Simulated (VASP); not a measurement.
Runs of VASP 6.6.1 on TiPd3. The structure is that of space group Pm-3m (No. 221), or close to it. The cells are those of the table. 

```csv
task,cell,gap on the mesh (eV),pressure (GPa)
single point,"a = 3.782, b = 3.782, c = 3.820 Å, 4 atoms",none,(a)
electric field gradients,"a = 3.820, b = 3.820, c = 3.896 Å, 4 atoms",none,(b)
single point,"a = 3.744, b = 3.744, c = 3.820 Å, 4 atoms",none,13.5
single point,"a = 3.896, b = 3.896, c = 3.820 Å, 4 atoms",none,-5.8
single point,"a = 3.820 Å, angles 91.1°, 4 atoms",none,3.1
```

Alike in all rows: level LDA; potentials or basis VASP PAW LDA potentials, release 64 (Ti_sv, Pd); no spin polarisation; k mesh 11 × 11 × 11; cutoff (eV) 520; smearing fermi-dirac 0.05 eV.

Fill in the values left out.

(a) 7.7; (b) -1.8.

Caveats: the cell stands under pressure (at least some runs); the cell stands under tension (at least some runs).

A k mesh can miss the band edges, and the runs leave out spin-orbit coupling on Pd.

A gap of «none» marks levels without a gap at the run's occupations.
